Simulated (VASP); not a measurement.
Crystal: Ni.

```
Ni
1.0
     4.43981    0.00000    0.00000
     0.00000    4.43981    0.00000
     0.00000    0.00000    4.43981
Ni
8
Direct
  0.00000 0.00000 0.00000
  0.50000 0.50000 0.50000
  0.25000 0.00000 0.50000
  0.75000 0.00000 0.50000
  0.50000 0.25000 0.00000
  0.50000 0.75000 0.00000
  0.00000 0.50000 0.25000
  0.00000 0.50000 0.75000
```

| Quantity | Value |
| --- | --- |
| Program | VASP 6.6.1 |
| Task | relaxation of cell and atoms |
| Functional | PBE |
| Potentials or basis | VASP PAW PBE potentials, release 64 (Ni) |
| Cutoff | 600 eV |
| k mesh | 6 × 6 × 6 |
| Occupations | fermi-dirac, width 0.05 eV |
| Spin | collinear spin, ferromagnetic start |
| Starting moments | [0.8, 0.8, 0.8, 0.8, 0.8, 0.8, 0.8, 0.8] μB |

At the start: pressure 3.4 GPa; volume 10.94 Å³/atom.

**Question.** Where does the relaxation end?

**Answer.** Over 3 steps the energy falls by 2.0 meV/atom and the volume is 11.13 Å³/atom (+1.8 %); space group Pm-3n (No. 223, to 0.1 Å) before and after; moment 4.53 μB per cell.

Step by step:
```
step  energy change (eV)  largest force (eV/Å)  pressure (GPa)  volume (Å³)
   1              0.0000                0.0000            3.44        87.52
   2             -0.0028                0.0000           -2.89        90.52
   3             -0.0163                0.0000            0.02        89.07
```

Final structure:
```
Ni
1.0
     4.46587    0.00000    0.00000
     0.00000    4.46587    0.00000
     0.00000    0.00000    4.46587
Ni
8
Direct
  0.00000 0.00000 0.00000
  0.50000 0.50000 0.50000
  0.25000 0.00000 0.50000
  0.75000 0.00000 0.50000
  0.50000 0.25000 0.00000
  0.50000 0.75000 0.00000
  0.00000 0.50000 0.25000
  0.00000 0.50000 0.75000
```
